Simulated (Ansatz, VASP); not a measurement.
Two plane-wave programs on Al

File INCAR:

```
ALGO = Fast
EDIFF = 1E-6
ENCUT = 520
GGA = PE
ISIF = 2
ISMEAR = 0
IVDW = 12
LASPH = True
LCHARG = True
LELF = True
LREAL = False
LVHAR = True
LWAVE = False
NBANDS = 14
NELM = 80
PREC = Accurate
SIGMA = 0.15
```

File KPOINTS:

```
k-points
0
Gamma
  18 18 4
```

Contents of POSCAR:

```
Al
1.0
    2.8144222649      0.0000000000      0.0000000000
   -1.4072111325      2.4373611784      0.0000000000
    0.0000000000      0.0000000000      9.2410470711
Al
4
Direct
   -0.2468150496     -0.0622804701      0.0000000000
    0.3333333333      0.6666666667      0.2500000000
    0.2468150496      0.0622804701      0.5000000000
    0.6666666667      0.3333333333      0.7500000000
```

Input for Ansatz:

```yaml
crystal:
  lattice:
    - [2.8144222649, 0.0, 0.0]
    - [-1.4072111325, 2.4373611784, 0.0]
    - [0.0, 0.0, 9.2410470711]
  atoms:
    - { symbol: Al, position: [-0.2468150496, -0.0622804701, 0.0] }
    - { symbol: Al, position: [0.3333333333, 0.6666666667, 0.25] }
    - { symbol: Al, position: [0.2468150496, 0.0622804701, 0.5] }
    - { symbol: Al, position: [0.6666666667, 0.3333333333, 0.75] }
basis:
  ecutwfc: 420
kpoints:
  mp_grid: { grid: [18, 18, 4] }
hamiltonian:
  xc: pbe
  pseudopotentials: { kind: paw, azcp: { folder: soft_1 } }
  dispersion: d3bj
scf:
  occupations: { method: gaussian, width: 0.15 }
output:
  forces: true
  stress: true
  eigenvalues: true
```

Change from the starting cell: mode 4 frozen in at -0.607 Å and mode 5 at -0.152 Å (largest displacements).

Alike in both runs: task single point; functional PBE; dispersion D3(BJ); k mesh 18 × 18 × 4; occupations gaussian, width 0.15 eV; no spin polarisation.

|  | VASP | Ansatz |
| --- | --- | --- |
| version | VASP 6.6.1 | Ansatz 0.2.0 |
| potentials or method | VASP PAW PBE potentials, release 64 (Al), cutoff 520 eV | scalar-relativistic, plane waves, PAW |
| valence electrons in the cell | 12 | 12 |

```tsv
	VASP	Ansatz	Ansatz less VASP
gap on the k mesh at the Fermi level (eV)	none	none	-
pressure (GPa)	3.1	3.1	0.00
traceless stress, the component that is largest in VASP (GPa)	5.19	5.18	-0.004
rms of the force components (eV/Å)	0.326	0.326	0.0000
```

Atom by atom the forces differ by 0.000 eV/Å (rms over components). A gap of «none» marks a metal or a gap that the smearing closes.
